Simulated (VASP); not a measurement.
Input of a VASP 6.6.1 run:

File INCAR:

```
SYSTEM = Pt
PREC     = Accurate       ! precision mode
ENCUT    = 500            ! plane-wave cutoff, eV
EDIFF    = 1E-6           ! SCF threshold, eV
ISMEAR   = -1             ! smearing method
SIGMA    = 0.1            ! smearing width, eV
LREAL    = .False.        ! projectors in reciprocal space
LASPH    = .True.         ! aspherical terms in the spheres
NELM     = 120            ! most SCF steps
ALGO     = Normal         ! electronic algorithm
ISIF     = 2              ! what is computed and relaxed
LWAVE    = .False.        ! write WAVECAR
LCHARG   = .False.        ! write CHGCAR
GGA      = PS             ! functional
NBANDS   = 11             ! bands
GGA_COMPAT= .False.
```

Contents of KPOINTS:

```
regular mesh
0
Gamma
  14 14 14
  0 0 0
```

The input POSCAR:

```
Pt
1.0
    1.9596982527      1.9596982527      0.0000000000
   -1.9596982527      1.9596982527      0.0000000000
    0.0000000000      1.9596982527      1.9596982527
Pt
1
Direct
    0.0000000000      0.0000000000      0.0000000000
```

Potentials or basis: VASP PAW PBE potentials, release 64 (Pt).

The run is started by

```sh
$ cat potpaw_PBE.64/Pt/POTCAR > POTCAR
$ mpirun -np 1 vasp_std > vasp.out
```

(1) Predict the pressure.

(2) Estimate the band gap on the k mesh.

## Answers

(1) -0.4 GPa.

(2) zero (band 5 reaches 11.63 eV, above the bottom of band 6 at 9.39 eV).

Caveat: the PAW data sets were made with another functional, which shifts forces and pressure a little; spin-orbit coupling is left out, which moves the levels of the heavy elements.
